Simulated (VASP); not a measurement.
Here is a VASP 6.6.1 calculation.

File INCAR:

```
SYSTEM = Hf3Be
PREC     = Accurate       ! precision mode
ENCUT    = 520            ! plane-wave cutoff, eV
EDIFF    = 1E-6           ! SCF threshold, eV
ISMEAR   = -1             ! smearing method
SIGMA    = 0.05           ! smearing width, eV
LREAL    = .False.        ! projectors in reciprocal space
LASPH    = .True.         ! aspherical terms in the spheres
NELM     = 60             ! most SCF steps
ALGO     = Fast           ! electronic algorithm
ISIF     = 2              ! what is computed and relaxed
LWAVE    = .False.        ! write WAVECAR
LCHARG   = .False.        ! write CHGCAR
GGA      = PE             ! functional
NBANDS   = 24             ! bands
```

The input KPOINTS:

```
regular mesh
0
Gamma
  9 9 9
  0 0 0
```

Contents of POSCAR:

```
Hf3Be
1.0
   -2.0590044060      2.0590044060      4.2976653618
    2.0590044060     -2.0590044060      4.2976653618
    2.0590044060      2.0590044060     -4.2976653618
Hf Be
3 1
Direct
    0.5000000000      0.5000000000      0.0000000000
    0.2500000000      0.7500000000      0.5000000000
    0.7500000000      0.2500000000      0.5000000000
    0.0000000000      0.0000000000      0.0000000000
```

Potentials or basis: VASP PAW PBE potentials, release 64 (Hf_pv, Be).

Launch:

```sh
$ cat potpaw_PBE.64/Hf_pv/POTCAR potpaw_PBE.64/Be/POTCAR > POTCAR
$ mpirun -np 1 vasp_std > vasp.out
```

Problem. Predict the band gap on the k mesh.

Solution. Zero (bands 16 and 17 overlap by 0.65 eV).

Problem. Estimate the pressure.

Solution. 4.7 GPa.

Caveat: the cell stands under pressure; spin-orbit coupling is left out, which moves the levels of the heavy elements.
